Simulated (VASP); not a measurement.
A run of VASP 6.6.1 is set up as follows.

The input INCAR:

```
  PREC = Accurate
  ENCUT = 520
  EDIFF = 1E-7
  ISMEAR = -1
  SIGMA = 0.02
  LREAL = F
  LASPH = T
  NELM = 80
  ALGO = Normal
  ISIF = 2
  LWAVE = F
  LCHARG = F
  GGA = PE
  NBANDS = 44
```

The input KPOINTS:

```
regular mesh
0
Gamma
  6 6 4
```

Contents of POSCAR:

```
BaZnPF
1.0
    4.1717300888      0.0000000000      0.0000000000
    0.0000000000      4.1717300888      0.0000000000
    0.0000000000      0.0000000000      9.5233514179
Ba Zn P F
2 2 2 2
Direct
    0.5000000000      0.0000000000      0.3309165258
    0.0000000000      0.5000000000      0.6690834742
    0.5000000000      0.5000000000      0.0000000000
    0.0000000000      0.0000000000      0.0000000000
    0.0000000000      0.5000000000      0.1484575178
    0.5000000000      0.0000000000      0.8515424822
    0.5000000000      0.5000000000      0.5000000000
    0.0000000000      0.0000000000      0.5000000000
```

Potentials or basis: VASP PAW PBE potentials, release 64 (Ba_sv, Zn, P, F).

Launch:

```bash
$ cat potpaw_PBE.64/Ba_sv/POTCAR potpaw_PBE.64/Zn/POTCAR potpaw_PBE.64/P/POTCAR potpaw_PBE.64/F/POTCAR > POTCAR
$ mpirun -np 1 vasp_std > vasp.out
```

Question: What does it give for the pressure?

Answer: 0.8 GPa.

Question: What does it give for the largest force?

Answer: 0.137 eV/Å.

Forces on the atoms (eV/Å):
```
Ba   0.000  0.000 -0.137
Ba   0.000  0.000  0.137
Zn   0.000  0.000  0.000
Zn   0.000  0.000  0.000
P    0.000  0.000 -0.021
P    0.000  0.000  0.021
F    0.000  0.000  0.000
F    0.000  0.000  0.000
```
